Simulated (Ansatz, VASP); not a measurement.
# Two plane-wave programs on PbS

```
CELL_PARAMETERS angstrom
2.11266 1.21975 3.45192
-2.11266 1.21975 3.45192
0.00000 -2.43949 3.45192
ATOMIC_POSITIONS crystal
Pb 0.98057 0.98057 0.98057
S 0.47504 0.47504 0.47504
```

Alike in both runs: task relaxation of cell and atoms; functional PBEsol; dispersion D3(BJ); k mesh 4 × 4 × 4; no spin polarisation.

```csv
,VASP,Ansatz
version,VASP 6.6.1,Ansatz 0.2.0
potentials or method,"VASP PAW PBE potentials, release 64 (Pb_d, S), cutoff 500 eV","plane waves, PAW"
occupations,"gaussian, width 0.01 eV",fixed
valence electrons in the cell,20,20
```

```csv
,VASP,Ansatz,Ansatz less VASP
"gap on the k mesh at the Fermi level, each at its own relaxed structure (eV)",0.21,0.21,+0.003
relaxed volume (Å³/atom),24.70,24.70,+0.004
relaxed cell length with the largest relative difference (Å),4.115,4.118,+0.0026
```

VASP's potentials were made for PBE, not for PBEsol. Ansatz's warnings: relaxed geometry near dispersion switch.

The k mesh is coarse, so the values compare programs but aren't converged. Spin-orbit coupling is off throughout.
